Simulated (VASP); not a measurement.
# Cr (Im-3m) in VASP: further runs

Runs on Cr. Level: PBE. Tasks: single point.

All numbers are computed with VASP 6.6.1; they aren't measurements. Logs are shortened: lines on timing, memory, paths and dates and some standing lists are left out, and cuts for length are marked.

## Step 1: The cell of the first run

Symmetry: Im-3m, No. 229, cubic system. The conventional cell has a = 2.849 Å, b = 2.849 Å, c = 2.849 Å, α = 90.00°, β = 90.00°, γ = 90.00°. Cr (site symmetry m-3m) has 14 Cr at 2.47 to 2.85 Å within 3.3 Å.

## Step 2: Single point, PBE

Contents of INCAR:

```
PREC     = Accurate       # precision mode
ENCUT    = 520            # plane-wave cutoff, eV
EDIFF    = 1E-6           # SCF threshold, eV
ISMEAR   = 1              # smearing method
SIGMA    = 0.6            # smearing width, eV
LREAL    = F              # projectors in reciprocal space
LASPH    = T              # aspherical terms in the spheres
NELM     = 80             # most SCF steps
ALGO     = Normal         # electronic algorithm
ISIF     = 2              # what is computed and relaxed
LWAVE    = F              # write WAVECAR
LCHARG   = F              # write CHGCAR
GGA      = PE             # functional
NBANDS   = 12             # bands
```

Contents of KPOINTS:

```
regular mesh
0
Gamma
  15 15 15
```

Contents of POSCAR:

```
Cr
1.0
   -1.4243177237      1.4243177237      1.4243177237
    1.4243177237     -1.4243177237      1.4243177237
    1.4243177237      1.4243177237     -1.4243177237
Cr
1
Direct
    0.0000000000      0.0000000000      0.0000000000
```

Potentials or basis: VASP PAW PBE potentials, release 64 (Cr_pv).

Started as:

```bash
$ cat potpaw_PBE.64/Cr_pv/POTCAR > POTCAR
$ mpirun -np 1 vasp_std > vasp.out
```

OUTCAR:

```text
PREC = Accurate
   ENCUT = 520
   EDIFF = 1E-6
   ISMEAR = 1
   LREAL = F
   LASPH = T
   NELM = 80
   ISIF = 2
   GGA = PE

 ion  position               nearest neighbor table
   1  0.000  0.000  0.000-

  LATTYP: Found a body centered cubic cell.
 ALAT       =     2.8486354474

  Lattice vectors:

 A1 = (  -1.4243177237,   1.4243177237,   1.4243177237)
 A2 = (   1.4243177237,  -1.4243177237,   1.4243177237)
 A3 = (   1.4243177237,   1.4243177237,  -1.4243177237)

Analysis of symmetry for initial positions (statically):
=====================================================================
 Subroutine PRICEL returns:
 Original cell was already a primitive cell.

 Routine SETGRP: Setting up the symmetry group for a
 body centered cubic supercell.

 Subroutine GETGRP returns: Found 48 space group operations
 (whereof 48 operations were pure point group operations)
 out of a pool of 48 trial point group operations.

The static configuration has the point symmetry O_h .

Analysis of symmetry for dynamics (positions and initial velocities):
=====================================================================
 Subroutine PRICEL returns:
 Original cell was already a primitive cell.

 Routine SETGRP: Setting up the symmetry group for a
 body centered cubic supercell.

 Subroutine GETGRP returns: Found 48 space group operations
 (whereof 48 operations were pure point group operations)
 out of a pool of 48 trial point group operations.

The dynamic configuration has the point symmetry O_h .

 Subroutine INISYM returns: Found 48 space group operations
 (whereof 48 operations are pure point group operations),
 and found     1 'primitive' translations

----------------------------------------------------------------------------------------

                                     Primitive cell

  volume of cell :      11.5579

  direct lattice vectors                    reciprocal lattice vectors
    -1.424317724  1.424317724  1.424317724     0.000000000  0.351045270  0.351045270
     1.424317724 -1.424317724  1.424317724     0.351045270  0.000000000  0.351045270
     1.424317724  1.424317724 -1.424317724     0.351045270  0.351045270  0.000000000

  length of vectors
     2.466990664  2.466990664  2.466990664     0.496452982  0.496452982  0.496452982

  position of ions in fractional coordinates (direct lattice)
     0.000000000  0.000000000  0.000000000

  ion indices of the primitive-cell ions
   primitive index   ion index
                 1           1

----------------------------------------------------------------------------------------

 KPOINTS: regular mesh

Automatic generation of k-mesh.
 Grid dimensions read from file:
 generate k-points for:   15   15   15

 Generating k-lattice:

  Cartesian coordinates                     Fractional coordinates (reciprocal lattice)
     0.000000000  0.023403018  0.023403018     0.066666667  0.000000000  0.000000000
     0.023403018  0.000000000  0.023403018     0.000000000  0.066666667  0.000000000
     0.023403018  0.023403018  0.000000000     0.000000000  0.000000000  0.066666667

  Length of vectors
     0.033096865  0.033096865  0.033096865

  Shift w.r.t. Gamma in fractional coordinates (k-lattice)
     0.000000000  0.000000000  0.000000000

 Subroutine IBZKPT returns following result:
 ===========================================

 Found    120 irreducible k-points:

 Following reciprocal coordinates:
            Coordinates               Weight
  0.000000  0.000000  0.000000      1.000000
  0.066667  0.000000  0.000000     12.000000
  0.133333  0.000000  0.000000     12.000000
  0.200000  0.000000  0.000000     12.000000
  0.266667  0.000000  0.000000     12.000000
  0.333333  0.000000  0.000000     12.000000
[... 16 lines left out ...]
  0.333333  0.200000 -0.000000     48.000000
  0.400000  0.200000  0.000000     24.000000
 [... further k-points ...]
   k-points           NKPTS =    120   k-points in BZ     NKDIM =    120   number of bands    NBANDS=     12
   number of dos      NEDOS =    301   number of ions     NIONS =      1
   total plane-waves  NPLWV =   5832
   dimension x,y,z NGX =    18 NGY =   18 NGZ =   18
   dimension x,y,z NGXF=    36 NGYF=   36 NGZF=   36
   ions per type =               1
   NGX,Y,Z   is equivalent  to a cutoff of  12.13, 12.13, 12.13 a.u.
   NGXF,Y,Z  is equivalent  to a cutoff of  24.26, 24.26, 24.26 a.u.
 SYSTEM =  unknown system
   PREC   = accura    normal or accurate (medium, high low for compatibility)
   ISTART =      0    job   : 0-new  1-cont  2-samecut
   ICHARG =      2    charge: 1-file 2-atom 10-const
   ISPIN  =      1    spin polarized calculation?
   LNONCOLLINEAR =      F non collinear calculations
   LSORBIT =      F    spin-orbit coupling
   LASPH  =      T    aspherical Exc in radial PAW
   ENCUT  =  520.0 eV  38.22 Ry    6.18 a.u.   4.59  4.59  4.59*2*pi/ulx,y,z
   NELM   =     80;   NELMIN=  2; NELMDL= -5     # of ELM steps
   EDIFF  = 0.1E-05   stopping-criterion for ELM
   LREAL  =      F    real-space projection
   EDIFFG = 0.1E-04   stopping-criterion for IOM
   NSW    =      0    number of steps for IOM
   IBRION =     -1    ionic relax: 0-MD 1-quasi-New 2-CG
   NFREE  =      0    steps in history (QN), initial steepest desc. (CG)
   ISIF   =      2    stress and relaxation
   ISYM   =      2    0-nonsym 1-usesym 2-fastsym
   POTIM  = 0.5000    time-step for ionic-motion
   TEBEG  =    0.0;   TEEND  =   0.0 temperature during run
   PSTRESS=    0.0 pullay stress
   NELECT =      12.0000    total number of electrons
   NUPDOWN=      -1.0000    fix difference up-down
   EMIN   =  10.00;   EMAX   =-10.00  energy-range for DOS
   EFERMI =   0.00;   METHOD = LEGACY
   ISMEAR =     1;   SIGMA  =   0.60  broadening in eV -4-tet -1-fermi 0-gaus
   EFERMI_NEDOS =   21; number of points for ismear=-14 and -15
   IALGO  =     38    algorithm
   IMIX   =      4    mixing-type and parameters
     AMIX     =   0.40;   BMIX     =  1.00
     AMIX_MAG =   1.60;   BMIX_MAG =  1.00
  volume/ion in A,a.u.               =      11.56        78.00
  Fermi-wavevector in a.u.,A,eV,Ry     =   1.657709  3.132616 37.388811  2.748000
  Thomas-Fermi vector in A             =   2.745415
   LORBIT       =      0    0 simple, 1 ext, 2 COOP (PROOUT), +10 PAW based schemes
   GGA     = PE    functional components
   LHFCALC =     F    Hartree Fock is set to
   AEXX    =    0.0000 exact exchange contribution
   IVDW    =     0    specifies the selected vdW correction
   LEPSILON=     F    determine dielectric tensor
   LRPA    =     F    only Hartree local field effects (RPA)
 non-spin polarized calculation
 Methfessel and Paxton  Order N= 1 SIGMA  =   0.60
  energy-cutoff  :      520.00
  volume of cell :       11.56
 maximum number of plane-waves:       324
   NGX =  9   NGY =  9   NGZ =  9

 number of electron      11.9999993 magnetization

 Free energy of the ion-electron system (eV)
  ---------------------------------------------------
  ext. energy  EPLUGINS =         0.00000000
  ---------------------------------------------------
  free energy    TOTEN  =        -9.50574899 eV

  energy without entropy =       -9.53875482  energy(sigma->0) =       -9.51675093

 E-fermi :  10.9645     XC(G=0): -13.6708

 val. band max:       10.9627856991   @ k =   0.0667   0.0667   0.0667
 cond. band min:      10.9704289766   @ k =   0.1333   0.0667   0.0000
 fundamental gap:      0.0076432775
 Fermi energy:        10.9645410934

 k-point     1 :       0.0000    0.0000    0.0000
  band No.  band energies     occupation
      1     -31.7708      2.00000
      2     -31.7708      2.00000
      3     -31.7708      2.00000
      4       3.1086      2.00000
      5      10.0483      2.05285
      6      10.0483      2.05285
      7      10.0483      2.05285
      8      12.0998     -0.02230
      9      12.0998     -0.02230
     10      18.0613     -0.00000
     11      33.2617      0.00000
     12      33.2617      0.00000

 k-point     2 :       0.0667    0.0000    0.0000
  band No.  band energies     occupation
      1     -31.8121      2.00000
      2     -31.7834      2.00000
      3     -31.7710      2.00000
      4       3.3036      2.00000
      5       9.9730      2.04131
      6      10.0354      2.05088
      7      10.1801      2.06904
      8      12.0162     -0.03263
      9      12.1052     -0.02172
     10      18.0613     -0.00000
     11      32.8025      0.00000
     12      33.2019      0.00000

 k-point     3 :       0.1333    0.0000    0.0000
  band No.  band energies     occupation
      1     -31.9279      2.00000
      2     -31.8191      2.00000
      3     -31.7717      2.00000
      4       3.8642      2.00000
      5       9.7651      2.01604
      6       9.9682      2.04059
      7      10.5632      1.89711
      8      11.8431     -0.05842
      9      12.1245     -0.01972
     10      18.0612     -0.00000
     11      31.5095      0.00000
     12      32.8246      0.00000

 k-point     4 :       0.2000    0.0000    0.0000
  band No.  band energies     occupation
      1     -32.0960      2.00000
      2     -31.8713      2.00000
      3     -31.7728      2.00000
      4       4.7061      2.00000
      5       9.4712      2.00243
      6       9.8194      2.02125
      7      11.1586      0.48299
      8      11.7453     -0.06929
      9      12.1645     -0.01600
     10      18.0610     -0.00000
     11      29.5443      0.00000
     12      31.8938      0.00000

 k-point     5 :       0.2667    0.0000    0.0000
  band No.  band energies     occupation
      1     -32.2856      2.00000
      2     -31.9309      2.00000
      3     -31.7741      2.00000
      4       5.6359      2.00000
      5       9.1498      2.00016
      6       9.7405      2.01402
      7      11.7961     -0.06455
      8      11.8972     -0.05034
      9      12.2281     -0.01118
     10      18.0605     -0.00000
     11      27.1662      0.00000
     12      30.6537      0.00000
[... 228 lines left out ...]
      1     -32.4305      2.00000
      2     -32.0145      2.00000
      3     -31.8419      2.00000
      4       6.8908      2.00000
      5       8.8567      2.00001
      6       9.2336      2.00035
      7      11.6656     -0.06986
      8      12.4826     -0.00202
      9      13.5313     -0.00000
     10      18.0599     -0.00000
     11      26.0545      0.00000
     12      26.8406      0.00000

 k-point    22 :       0.2667    0.2000   -0.0000
  band No.  band energies     occupation
      1     -32.5096      2.00000
      2     -32.0970      2.00000
      3     -31.8540      2.00000
      4       7.3690      2.00000
      5       8.6664      2.00000
      6       9.3807      2.00121
      7      11.8218     -0.06134
      8      12.5626     -0.00108
      9      14.7168     -0.00000
     10      18.0591     -0.00000
     11      23.9173      0.00000
     12      25.6848      0.00000

 k-point    23 :       0.3333    0.2000   -0.0000
  band No.  band energies     occupation
      1     -32.5556      2.00000
      2     -32.1624      2.00000
      3     -31.8598      2.00000
      4       7.4409      2.00000
      5       8.6155      2.00000
      6       9.6883      2.01038
      7      11.9881     -0.03657
      8      12.6409     -0.00056
      9      15.9550     -0.00000
     10      18.0572     -0.00000
     11      21.8159     -0.00000
     12      25.0744      0.00000

 k-point    24 :       0.4000    0.2000    0.0000
  band No.  band energies     occupation
      1     -32.5703      2.00000
      2     -32.1873      2.00000
      3     -31.8616      2.00000
      4       7.4201      2.00000
      5       8.6056      2.00000
      6       9.8370      2.02316
      7      12.0501     -0.02815
      8      12.6917     -0.00036
      9      16.6615     -0.00000
     10      18.0542     -0.00000
     11      20.7912     -0.00000
     12      24.8599      0.00000

 [... further k-points ...]
[... 5 lines left out ...]
  --------------------------------------------------------------------------------------
  -------------------------------------------------------------------------------------
  Total       -0.0837813     -0.0837813     -0.0837813      0.0000000     -0.0000000      0.0000000
  in kB      -11.6138783    -11.6138783    -11.6138783      0.0000000     -0.0000000      0.0000000
  external PRESSURE =     -11.6138783 kB  Pullay stress =       0.0000000 kB

 VOLUME and BASIS-vectors are now :
 -----------------------------------------------------------------------------
  energy-cutoff  :      520.00
  volume of cell :       11.56
      direct lattice vectors                 reciprocal lattice vectors
    -1.424317724  1.424317724  1.424317724     0.000000000  0.351045270  0.351045270
     1.424317724 -1.424317724  1.424317724     0.351045270  0.000000000  0.351045270
     1.424317724  1.424317724 -1.424317724     0.351045270  0.351045270  0.000000000

 POSITION                                       TOTAL-FORCE (eV/Angst)
 -----------------------------------------------------------------------------------
      0.00000      0.00000      0.00000         0.000000      0.000000      0.000000
 -----------------------------------------------------------------------------------
    total drift:                                0.000000      0.000000      0.000000

  FREE ENERGIE OF THE ION-ELECTRON SYSTEM (eV)
  ---------------------------------------------------
  free  energy   TOTEN  =        -9.5057489897 eV

  energy  without entropy=       -9.5387548233  energy(sigma->0) =       -9.51675093
```

Run time: 10 s. Hardware: 1 thread of Intel Xeon 6975P-C, shared host; peak memory 0.13 GiB.

Results:

* Free energy: -9.5057 eV
* Pressure: -1.2 GPa
* Band gap on the k mesh: zero (band 6 reaches 13.27 eV, above the bottom of band 7 at 10.05 eV)

Levels at points of the mesh, in eV from the Fermi level:
| k point | band 2 | band 3 | band 4 | band 5 | band 6 | band 7 | band 8 | band 9 | band 10 | band 11 |
| --- | --- | --- | --- | --- | --- | --- | --- | --- | --- | --- |
| (0.00, 0.00, 0.00) | -42.74 | -42.74 | -7.86 | -0.92 | -0.92 | -0.92 | 1.14 | 1.14 | 7.10 | 22.30 |

Caveat: the run has no spin polarisation, though such a crystal can be magnetic. Spin polarisation is off, so any magnetic state and its effect on volume and gap are missing.

[end of part 1 of 3]
